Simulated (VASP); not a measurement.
The system is Ir.

```
CELL_PARAMETERS angstrom
0.00000 1.91970 1.91970
1.91970 0.00000 1.91970
1.91970 1.91970 0.00000
ATOMIC_POSITIONS crystal
Ir 0.00000 0.00000 0.00000
```

- Program: VASP 6.6.1
- Task: relaxation of cell and atoms
- Functional: revPBE
- Potentials or basis: VASP PAW PBE potentials, release 64 (Ir)
- Cutoff: 600 eV
- k mesh: 14 × 14 × 14
- Occupations: fermi-dirac, width 0.05 eV
- Spin: collinear spin, ferromagnetic start
- Starting moments: [1.0] μB

At the start: pressure 12.9 GPa; volume 14.15 Å³/atom.

Task: Where does the relaxation end?

Result: Over 4 steps the energy falls by 19.5 meV/atom and the volume is 14.65 Å³/atom (+3.6 %); space group Fm-3m (No. 225, to 0.05 Å); moment 0.00 μB per cell.

Step by step:
```csv
step,energy change (eV),largest force (eV/Å),pressure (GPa),volume (Å³)
1,0.0000,0.0000,12.88,14.15
2,0.1922,0.0000,-30.37,16.61
3,-0.0194,0.0000,-0.65,14.68
4,-0.0195,0.0000,-0.06,14.65
```

Final structure:
```xyz
1
Lattice="0.0000 1.9423 1.9423 1.9423 0.0000 1.9423 1.9423 1.9423 0.0000" Properties=species:S:1:pos:R:3 pbc="T T T"
Ir    0.0000    0.0000    0.0000
```

Caveat: the PAW data sets were made with another functional, which shifts forces and pressure a little.
